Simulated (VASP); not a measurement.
Runs of VASP 6.6.1 on TiO2. It takes space group C2/c (No. 15, monoclinic). The conventional cell has a = 5.412 Å, b = 5.413 Å, c = 5.472 Å, α = 90.00°, β = 118.77°, γ = 90.00°. Ti (site symmetry 2) has 6 O at 1.93 to 2.00 Å within 2.6 Å. O (site symmetry 1) has 3 Ti at 1.93 to 2.00 Å and 2 O at 2.50 Å within 2.6 Å. 

| k mesh | gap on the mesh (eV) | pressure (GPa) | largest force (eV/Å) |
| --- | --- | --- | --- |
| 4 × 4 × 4 | 1.95 | -12.2 | 0.31 |
| 6 × 6 × 4, shifted | 2.23 | -12.2 | 0.31 |
| 4 × 4 × 4, shifted | (a) | -12.2 | 0.32 |
| 2 × 2 × 2 | 1.92 | -13.1 | 0.49 |
| 6 × 6 × 4 | 1.95 | -12.2 | 0.32 |
| 6 × 6 × 6 | 1.95 | -12.2 | 0.32 |
| 1 × 1 × 1 | - | 7.0 | 6.65 |
| 12 × 12 × 8 | 1.92 | -12.2 | 0.31 |

Alike in all rows: task single point; level LDA; potentials or basis VASP PAW LDA potentials, release 64 (Ti_sv, O); no spin polarisation; cell as given; cutoff (eV) 600; smearing gaussian 0.02 eV.

Q: Estimate the missing entries.

A: (a) 2.56.

Caveats: some runs use coarse meshes; the cell stands under tension (at least some runs); a shifted mesh leaves out Γ, where band edges can lie (at least some runs); forces of over 1 eV/Å act on the atoms, so gaps and moduli don't describe the material at rest (at least some runs).

A k mesh can miss the band edges.
